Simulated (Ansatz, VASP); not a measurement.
# BaO in VASP and in Ansatz

```xyz
2
Lattice="0.0000 2.7451 2.7451 2.7451 0.0000 2.7451 2.7451 2.7451 0.0000" Properties=species:S:1:pos:R:3 pbc="T T T"
Ba    0.0000    0.0000    0.0000
O     2.7451    2.7451    2.7451
```

Alike in both runs: task single point; functional PBEsol; k mesh 8 × 8 × 8; no spin polarisation.

|  | VASP | Ansatz |
| --- | --- | --- |
| version | VASP 6.6.1 | Ansatz 0.2.0 |
| potentials or method | VASP PAW PBE potentials, release 64 (Ba_sv, O), cutoff 600 eV | scalar-relativistic, plane waves, PAW |
| occupations | gaussian, width 0.01 eV | fixed |
| valence electrons in the cell | 16 | 16 |

Ansatz gave:

- gap on the k mesh at the Fermi level (eV): 1.84
- least direct gap on the mesh (eV): 1.84
- pressure (GPa): 0.0

Task: Which values does VASP return?

Result: gap on the k mesh at the Fermi level (eV): 1.77; least direct gap on the mesh (eV): 1.77; pressure (GPa): 1.8.

VASP's potentials were made for PBE, not for PBEsol, and Ansatz warns of the same on its side.

Neither program's run includes spin-orbit coupling.
